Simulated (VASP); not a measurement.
**Ti: single point with RPBE**

Ti:

```xyz
2
Lattice="2.8437 0.0000 0.0000 -1.4219 2.4627 0.0000 0.0000 0.0000 4.4994" Properties=species:S:1:pos:R:3 pbc="T T T"
Ti    0.0000    1.6418    1.1248
Ti    1.4219    0.8209    3.3745
```

```yaml
Program: VASP 6.6.1
Task: single point
Functional: RPBE
Potentials_or_basis: VASP PAW PBE potentials, release 64 (Ti_sv)
Cutoff: 520 eV
k_mesh: 20 × 20 × 11
Occupations: fermi-dirac, width 0.05 eV
Spin: collinear spin
Starting_moments: "[1.0, 1.0] μB"
```

The pressure is 16.4 GPa and the band gap on the k mesh is zero (filled and empty bands overlap). The net moment is 0.00 μB per cell. The valence electrons inside the program's atomic spheres are Ti 10.36.

Stress tensor (GPa, compression positive):
```
16.25  0.00  0.00
 0.00 16.25  0.00
 0.00  0.00 16.60
```

Levels at points of the mesh, in eV from the Fermi level:
Spin up:
| k point | band 10 | band 11 | band 12 | band 13 | band 14 | band 15 |
| --- | --- | --- | --- | --- | --- | --- |
| (0.00, 0.00, 0.00) | -2.95 | 0.82 | 0.82 | 0.96 | 1.04 | 1.40 |
| (0.50, 0.00, 0.00) | -2.47 | -2.12 | -0.55 | 0.49 | 0.72 | 1.33 |
Spin down:
```
           k point  band 10  band 11  band 12  band 13  band 14  band 15
(0.00, 0.00, 0.00)    -2.95     0.82     0.82     0.96     1.04     1.40
(0.50, 0.00, 0.00)    -2.47    -2.12    -0.55     0.49     0.72     1.33
```

Run time: 4.7 min on 1 thread of Intel(R) Xeon(R) Platinum 8259CL CPU @ 2.50GHz (Skylake/Cascade Lake), with other jobs on the host, peak memory 0.36 GiB.

Caveat: the cell stands under pressure; the PAW data sets were made with another functional, which shifts forces and pressure a little.
